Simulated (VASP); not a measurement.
# BAs (F-43m) in VASP: a series of runs

Aim: see how the results for BAs move with the level of theory and the settings. Levels: PBE+D3(BJ), RPBE. Tasks: single point.

Everything below comes from runs of VASP 6.6.1. Logs are shortened: lines on timing, memory, paths and dates and some standing lists are left out, and cuts for length are marked.

## Step 1: The cell of the first run

Symmetry: F-43m, No. 216, cubic system. Conventional cell: a = 4.797 Å, b = 4.797 Å, c = 4.797 Å, α = 90.00°, β = 90.00°, γ = 90.00°. B (site symmetry -43m) has 4 As at 2.08 Å within 2.8 Å. Within 2.8 Å of As (site symmetry -43m) lie 4 B at 2.08 Å.

## Step 2: Single point, PBE+D3(BJ) (volume scaled by 1.02)

The input, INCAR:

```
ALGO = Normal
EDIFF = 1E-6
ENCUT = 500
GGA = PE
GGA_COMPAT = False
ISIF = 2
ISMEAR = 0
IVDW = 12
LASPH = True
LCHARG = False
LREAL = False
LWAVE = False
NBANDS = 11
NELM = 120
PREC = Accurate
SIGMA = 0.05
```

The input, KPOINTS:

```
k-points
0
Gamma
  8 8 8
```

The input, POSCAR:

```
BAs
1.0
    0.0000000000      2.3983960843      2.3983960843
    2.3983960843      0.0000000000      2.3983960843
    2.3983960843      2.3983960843      0.0000000000
B As
1 1
Direct
    0.0000000000      0.0000000000      0.0000000000
    0.7500000000      0.7500000000      0.7500000000
```

Potentials or basis: VASP PAW PBE potentials, release 64 (B, As).

Run with:

```bash
$ cat potpaw_PBE.64/B/POTCAR potpaw_PBE.64/As/POTCAR > POTCAR
$ mpirun -np 1 vasp_std > vasp.out
```

OUTCAR:

```text
EDIFF = 1E-6
   ENCUT = 500
   GGA = PE
   ISIF = 2
   ISMEAR = 0
   IVDW = 12
   LASPH = True
   LREAL = False
   NELM = 120
   PREC = Accurate
 IVDW          = 12

 ion  position               nearest neighbor table
   1  0.000  0.000  0.000-   2 2.08   2 2.08   2 2.08   2 2.08
   2  0.750  0.750  0.750-   1 2.08   1 2.08   1 2.08   1 2.08

  LATTYP: Found a face centered cubic cell.
 ALAT       =     4.7967921686

  Lattice vectors:

 A1 = (   0.0000000000,   2.3983960843,   2.3983960843)
 A2 = (   2.3983960843,   0.0000000000,   2.3983960843)
 A3 = (   2.3983960843,   2.3983960843,   0.0000000000)

Analysis of symmetry for initial positions (statically):
=====================================================================
 Subroutine PRICEL returns:
 Original cell was already a primitive cell.

 Routine SETGRP: Setting up the symmetry group for a
 face centered cubic supercell.

 Subroutine GETGRP returns: Found 24 space group operations
 (whereof 24 operations were pure point group operations)
 out of a pool of 48 trial point group operations.

The static configuration has the point symmetry T_d .

Analysis of symmetry for dynamics (positions and initial velocities):
=====================================================================
 Subroutine PRICEL returns:
 Original cell was already a primitive cell.

 Routine SETGRP: Setting up the symmetry group for a
 face centered cubic supercell.

 Subroutine GETGRP returns: Found 24 space group operations
 (whereof 24 operations were pure point group operations)
 out of a pool of 48 trial point group operations.

The dynamic configuration has the point symmetry T_d .

 Subroutine INISYM returns: Found 24 space group operations
 (whereof 24 operations are pure point group operations),
 and found     1 'primitive' translations

----------------------------------------------------------------------------------------

                                     Primitive cell

  volume of cell :      27.5926

  direct lattice vectors                    reciprocal lattice vectors
     0.000000000  2.398396084  2.398396084    -0.208472655  0.208472655  0.208472655
     2.398396084  0.000000000  2.398396084     0.208472655 -0.208472655  0.208472655
     2.398396084  2.398396084  0.000000000     0.208472655  0.208472655 -0.208472655

  length of vectors
     3.391844270  3.391844270  3.391844270     0.361085231  0.361085231  0.361085231

  position of ions in fractional coordinates (direct lattice)
     0.000000000  0.000000000  0.000000000
     0.750000000  0.750000000  0.750000000

  ion indices of the primitive-cell ions
   primitive index   ion index
                 1           1
                 2           2

----------------------------------------------------------------------------------------

 KPOINTS: k-points

Automatic generation of k-mesh.
 Grid dimensions read from file:
 generate k-points for:    8    8    8

 Generating k-lattice:

  Cartesian coordinates                     Fractional coordinates (reciprocal lattice)
    -0.026059082  0.026059082  0.026059082     0.125000000  0.000000000  0.000000000
     0.026059082 -0.026059082  0.026059082     0.000000000  0.125000000  0.000000000
     0.026059082  0.026059082 -0.026059082     0.000000000  0.000000000  0.125000000

  Length of vectors
     0.045135654  0.045135654  0.045135654

  Shift w.r.t. Gamma in fractional coordinates (k-lattice)
     0.000000000  0.000000000  0.000000000

 Subroutine IBZKPT returns following result:
 ===========================================

 Found     29 irreducible k-points:

 Following reciprocal coordinates:
            Coordinates               Weight
  0.000000  0.000000  0.000000      1.000000
  0.125000  0.000000  0.000000      8.000000
  0.250000  0.000000  0.000000      8.000000
  0.375000  0.000000  0.000000      8.000000
  0.500000  0.000000  0.000000      4.000000
  0.125000  0.125000  0.000000      6.000000
[... 16 lines left out ...]
  0.500000  0.250000  0.125000     48.000000
 -0.375000  0.250000  0.125000     24.000000
 [... further k-points ...]
   k-points           NKPTS =     29   k-points in BZ     NKDIM =     29   number of bands    NBANDS=     11
   number of dos      NEDOS =    301   number of ions     NIONS =      2
   total plane-waves  NPLWV =  21952
   dimension x,y,z NGX =    28 NGY =   28 NGZ =   28
   dimension x,y,z NGXF=    56 NGYF=   56 NGZF=   56
   ions per type =               1   1
   NGX,Y,Z   is equivalent  to a cutoff of  13.72, 13.72, 13.72 a.u.
   NGXF,Y,Z  is equivalent  to a cutoff of  27.45, 27.45, 27.45 a.u.
 SYSTEM =  unknown system
   PREC   = accura    normal or accurate (medium, high low for compatibility)
   ISTART =      0    job   : 0-new  1-cont  2-samecut
   ICHARG =      2    charge: 1-file 2-atom 10-const
   ISPIN  =      1    spin polarized calculation?
   LNONCOLLINEAR =      F non collinear calculations
   LSORBIT =      F    spin-orbit coupling
   LASPH  =      T    aspherical Exc in radial PAW
   ENCUT  =  500.0 eV  36.75 Ry    6.06 a.u.   6.18  6.18  6.18*2*pi/ulx,y,z
   NELM   =    120;   NELMIN=  2; NELMDL= -5     # of ELM steps
   EDIFF  = 0.1E-05   stopping-criterion for ELM
   LREAL  =      F    real-space projection
   EDIFFG = 0.1E-04   stopping-criterion for IOM
   NSW    =      0    number of steps for IOM
   IBRION =     -1    ionic relax: 0-MD 1-quasi-New 2-CG
   NFREE  =      0    steps in history (QN), initial steepest desc. (CG)
   ISIF   =      2    stress and relaxation
   ISYM   =      2    0-nonsym 1-usesym 2-fastsym
   POTIM  = 0.5000    time-step for ionic-motion
   TEBEG  =    0.0;   TEEND  =   0.0 temperature during run
   PSTRESS=    0.0 pullay stress
   NELECT =       8.0000    total number of electrons
   NUPDOWN=      -1.0000    fix difference up-down
   EMIN   =  10.00;   EMAX   =-10.00  energy-range for DOS
   EFERMI =   0.00;   METHOD = LEGACY
   ISMEAR =     0;   SIGMA  =   0.05  broadening in eV -4-tet -1-fermi 0-gaus
   EFERMI_NEDOS =   21; number of points for ismear=-14 and -15
   IALGO  =     38    algorithm
   IMIX   =      4    mixing-type and parameters
     AMIX     =   0.40;   BMIX     =  1.00
     AMIX_MAG =   1.60;   BMIX_MAG =  1.00
  volume/ion in A,a.u.               =      13.80        93.10
  Fermi-wavevector in a.u.,A,eV,Ry     =   1.083529  2.047573 15.973721  1.174035
  Thomas-Fermi vector in A             =   2.219597
   LORBIT       =      0    0 simple, 1 ext, 2 COOP (PROOUT), +10 PAW based schemes
   GGA     = PE    functional components
   LHFCALC =     F    Hartree Fock is set to
   AEXX    =    0.0000 exact exchange contribution
   IVDW    =    12    specifies the selected vdW correction
   LEPSILON=     F    determine dielectric tensor
   LRPA    =     F    only Hartree local field effects (RPA)
 non-spin polarized calculation
 Gauss-broadening in eV      SIGMA  =   0.05
  energy-cutoff  :      500.00
  volume of cell :       27.59
 maximum number of plane-waves:       725
 NGX is ok and might be reduce to    28
   NGX = 13   NGY = 13   NGZ = 13

 number of electron       8.0000000 magnetization

 Free energy of the ion-electron system (eV)
  ---------------------------------------------------
  ext. energy  EPLUGINS =         0.00000000
  ---------------------------------------------------
  free energy    TOTEN  =       -11.40941530 eV

  energy without entropy =      -11.40941530  energy(sigma->0) =      -11.40941530

 E-fermi :   6.2379     XC(G=0): -10.5301

 val. band max:        5.9910362678   @ k =   0.0000   0.0000   0.0000
 cond. band min:       7.1918081515   @ k =   0.3750   0.3750   0.0000
 fundamental gap:      1.2007718836
 Fermi energy:         6.2379476425

 k-point     1 :       0.0000    0.0000    0.0000
  band No.  band energies     occupation
      1      -9.2978      2.00000
      2       5.9910      2.00000
      3       5.9910      2.00000
      4       5.9910      2.00000
      5       9.2517      0.00000
      6       9.2517      0.00000
      7       9.2517      0.00000
      8      10.5207      0.00000
      9      15.5138      0.00000
     10      18.8909      0.00000
     11      18.8909      0.00000

 k-point     2 :       0.1250    0.0000    0.0000
  band No.  band energies     occupation
      1      -9.0448      2.00000
      2       4.0376      2.00000
      3       5.5588      2.00000
      4       5.5588      2.00000
      5       9.3359      0.00000
      6       9.8212      0.00000
      7       9.8212      0.00000
      8      11.8305      0.00000
      9      16.4499      0.00000
     10      17.5740      0.00000
     11      17.5740      0.00000

 k-point     3 :       0.2500    0.0000    0.0000
  band No.  band energies     occupation
      1      -8.3085      2.00000
      2       1.0909      2.00000
      3       4.8563      2.00000
      4       4.8563      2.00000
      5       8.9917      0.00000
      6      10.6152      0.00000
      7      10.6152      0.00000
      8      13.8016      0.00000
      9      17.1874      0.00000
     10      17.1874      0.00000
     11      17.2209      0.00000

 k-point     4 :       0.3750    0.0000    0.0000
  band No.  band energies     occupation
      1      -7.2180      2.00000
      2      -1.4598      2.00000
      3       4.3619      2.00000
      4       4.3619      2.00000
      5       8.7094      0.00000
      6      10.8016      0.00000
      7      10.8016      0.00000
      8      14.7776      0.00000
      9      17.7215      0.00000
     10      18.6169      0.00000
     11      18.6169      0.00000

 k-point     5 :       0.5000    0.0000    0.0000
  band No.  band energies     occupation
      1      -6.4711      2.00000
      2      -2.7079      2.00000
      3       4.1906      2.00000
      4       4.1906      2.00000
      5       8.6108      0.00000
      6      10.7568      0.00000
      7      10.7568      0.00000
      8      14.8310      0.00000
      9      18.6159      0.00000
     10      20.4700      0.00000
     11      20.4700      0.00000
[... 211 lines left out ...]
 k-point    21 :       0.5000    0.5000    0.0000
  band No.  band energies     occupation
      1      -5.1730      2.00000
      2      -2.4708      2.00000
      3       1.9622      2.00000
      4       1.9622      2.00000
      5       7.4335      0.00000
      6       7.4435      0.00000
      7      17.2395      0.00000
      8      17.2395      0.00000
      9      18.7448      0.00000
     10      23.0641      0.00000
     11      23.6942      0.00000

 k-point    22 :       0.3750    0.2500    0.1250
  band No.  band energies     occupation
      1      -7.6646      2.00000
      2       0.8196      2.00000
      3       2.3225      2.00000
      4       3.9922      2.00000
      5       9.2048      0.00000
      6      11.1391      0.00000
      7      11.9190      0.00000
      8      13.1138      0.00000
      9      16.6540      0.00000
     10      19.2484      0.00000
     11      20.0774      0.00000

 k-point    23 :       0.5000    0.2500    0.1250
  band No.  band energies     occupation
      1      -6.6127      2.00000
      2      -1.1170      2.00000
      3       1.6016      2.00000
      4       3.2889      2.00000
      5       9.8191      0.00000
      6      11.0130      0.00000
      7      12.4712      0.00000
      8      13.9953      0.00000
      9      17.3372      0.00000
     10      19.2444      0.00000
     11      21.3831      0.00000

 k-point    24 :      -0.3750    0.2500    0.1250
  band No.  band energies     occupation
      1      -5.9054      2.00000
      2      -2.2218      2.00000
      3       1.4770      2.00000
      4       2.9589      2.00000
      5       9.9345      0.00000
      6      10.7201      0.00000
      7      13.3815      0.00000
      8      14.9405      0.00000
      9      16.2947      0.00000
     10      20.0963      0.00000
     11      21.1466      0.00000

 [... further k-points ...]

------------------------ aborting loop because EDIFF is reached ----------------------------------------

 Edisp (eV)   -0.65169

 E8    (eV) :    -0.2591

  FORCE on cell =-STRESS in cart. coord.  units (eV):
  Direction    XX          YY          ZZ          XY          YZ          ZX
  --------------------------------------------------------------------------------------
  -------------------------------------------------------------------------------------
  Total      -0.36359    -0.36359    -0.36359     0.00000     0.00000     0.00000
  in kB     -21.11190   -21.11190   -21.11190     0.00000     0.00000     0.00000
  external pressure =      -21.11 kB  Pullay stress =        0.00 kB

 VOLUME and BASIS-vectors are now :
 -----------------------------------------------------------------------------
  energy-cutoff  :      500.00
  volume of cell :       27.59
      direct lattice vectors                 reciprocal lattice vectors
     0.000000000  2.398396084  2.398396084    -0.208472655  0.208472655  0.208472655
     2.398396084  0.000000000  2.398396084     0.208472655 -0.208472655  0.208472655
     2.398396084  2.398396084  0.000000000     0.208472655  0.208472655 -0.208472655

 POSITION                                       TOTAL-FORCE (eV/Angst)
 -----------------------------------------------------------------------------------
      0.00000      0.00000      0.00000        -0.000000      0.000000     -0.000000
      3.59759      3.59759      3.59759         0.000000     -0.000000      0.000000
 -----------------------------------------------------------------------------------
    total drift:                                0.000000      0.000000      0.000000

  FREE ENERGIE OF THE ION-ELECTRON SYSTEM (eV)
  ---------------------------------------------------
  free  energy   TOTEN  =       -12.0611012129 eV

  energy  without entropy=      -12.0611012129  energy(sigma->0) =      -12.06110121
```

It took 19 s on 1 thread of Intel Xeon 8259CL, shared host; peak memory 0.17 GiB.

Results:

- Free energy: -12.0611 eV
- Pressure: -2.1 GPa
- Band gap on the k mesh: 1.20 eV, indirect (least direct gap 3.26 eV)
- Dispersion energy per atom: -0.326 eV

Caveat: the cell differs from its parent crystal (volume scaled by 1.02).

## Step 3: Single point, PBE+D3(BJ) (volume scaled by 1.04)

The input, INCAR:

```
SYSTEM = BAs
PREC = Accurate ; ENCUT = 500
EDIFF = 1E-6 ; ISMEAR = 0
SIGMA = 0.05 ; LREAL = .False.
LASPH = .True. ; NELM = 120
ALGO = Normal ; ISIF = 2
LWAVE = .False. ; LCHARG = .False.
GGA = PE ; IVDW = 12
NBANDS = 11 ; GGA_COMPAT = .False.
```

The input, KPOINTS:

```
regular mesh
0
Gamma
  8 8 8
  0 0 0
```

The input, POSCAR:

```
BAs
1.0
    0.0000000000      2.4139705213      2.4139705213
    2.4139705213      0.0000000000      2.4139705213
    2.4139705213      2.4139705213      0.0000000000
B As
1 1
Direct
    0.0000000000      0.0000000000      0.0000000000
    0.7500000000      0.7500000000      0.7500000000
```

Potentials or basis: VASP PAW PBE potentials, release 64 (B, As).

Run with:

```bash
$ cat potpaw_PBE.64/B/POTCAR potpaw_PBE.64/As/POTCAR > POTCAR
$ mpirun -np 1 vasp_std > vasp.out
```

Wall time 20 s (1 thread of Intel Xeon 8259CL, shared host); peak memory 0.17 GiB.

The run converged. Its results:

* Free energy: -12.0499 eV
* Pressure: -4.5 GPa
* Band gap on the k mesh: 1.22 eV, indirect (least direct gap 3.24 eV)
* Dispersion energy per atom: -0.320 eV

Levels at points of the mesh, in eV from the valence-band top:
```
           k point  band 2  band 3  band 4  band 5  band 6  band 7
(0.00, 0.00, 0.00)    0.00    0.00    0.00    3.24    3.24    3.24
(0.50, 0.00, 0.00)   -8.56   -1.77   -1.77    2.51    4.74    4.74
(0.50, 0.50, 0.00)   -8.36   -3.95   -3.95    1.47    1.47   11.06
```

Caveat: the cell differs from its parent crystal (volume scaled by 1.04). A k mesh can miss the band edges.

## Step 4: Single point, RPBE

This run uses another cell than the first one, of 14.12 Å³/atom, 1.023 times its volume.

The input, INCAR:

```
SYSTEM = BAs
  ALGO = Normal
  EDIFF = 1E-6
  ENCUT = 500
  GGA = RP
  GGA_COMPAT = .False.
  ISIF = 2
  ISMEAR = 0
  LASPH = .True.
  LCHARG = .False.
  LREAL = .False.
  LWAVE = .False.
  NBANDS = 11
  NELM = 120
  PREC = Accurate
  SIGMA = 0.05
```

The input, KPOINTS:

```
k-points
0
Gamma
  8 8 8
  0 0 0
```

The input, POSCAR:

```
BAs
1.0
    0.0000000000      2.4169885354      2.4169885354
    2.4169885354      0.0000000000      2.4169885354
    2.4169885354      2.4169885354      0.0000000000
B As
1 1
Direct
    0.0000000000      0.0000000000      0.0000000000
    0.7500000000      0.7500000000      0.7500000000
```

Run with:

```bash
$ cat potpaw_PBE.64/B/POTCAR potpaw_PBE.64/As/POTCAR > POTCAR
$ mpirun -np 1 vasp_std > vasp.out
```

It took 16 s on 1 thread of Intel Xeon 8259CL, shared host; peak memory 0.15 GiB.

It converged, with:

```
Free energy            : -10.7462 eV
Pressure               : 1.0 GPa
Band gap on the k mesh : 1.26 eV, indirect (least direct gap 3.23 eV)
```

Levels at points of the mesh, in eV from the valence-band top:
| k point | band 1 | band 2 | band 3 | band 4 | band 5 | band 6 | band 7 | band 8 | band 9 |
| --- | --- | --- | --- | --- | --- | --- | --- | --- | --- |
| (0.00, 0.00, 0.00) | -15.08 | 0.00 | 0.00 | 0.00 | 3.23 | 3.23 | 3.23 | 4.26 | 9.57 |
| (0.50, 0.00, 0.00) | -12.34 | -8.54 | -1.77 | -1.77 | 2.51 | 4.74 | 4.74 | 8.90 | 12.61 |
| (0.50, 0.50, 0.00) | -11.06 | -8.37 | -3.94 | -3.94 | 1.49 | 1.53 | 11.09 | 11.09 | 12.69 |

Caveat: the PAW data sets were made with another functional, which shifts forces and pressure a little. A k mesh can miss the band edges.

## Step 5: Overview

| level | cell | gap on the mesh (eV) | pressure (GPa) |
| --- | --- | --- | --- |
| PBE+D3(BJ) | a = 3.392 Å, angles 60.0°, 2 atoms | 1.20 | -2.1 |
| PBE+D3(BJ) | a = 3.414 Å, angles 60.0°, 2 atoms | 1.22 | -4.5 |
| RPBE | a = 3.418 Å, angles 60.0°, 2 atoms | 1.26 | 1.0 |

Alike in all rows: task single point; potentials or basis VASP PAW PBE potentials, release 64 (B, As); no spin polarisation; k mesh 8 × 8 × 8; cutoff (eV) 500; smearing gaussian 0.05 eV.

Caveats: the PAW data sets were made with another functional, which shifts forces and pressure a little (some runs).

Absolute energies hang on the potentials; compare differences alone.
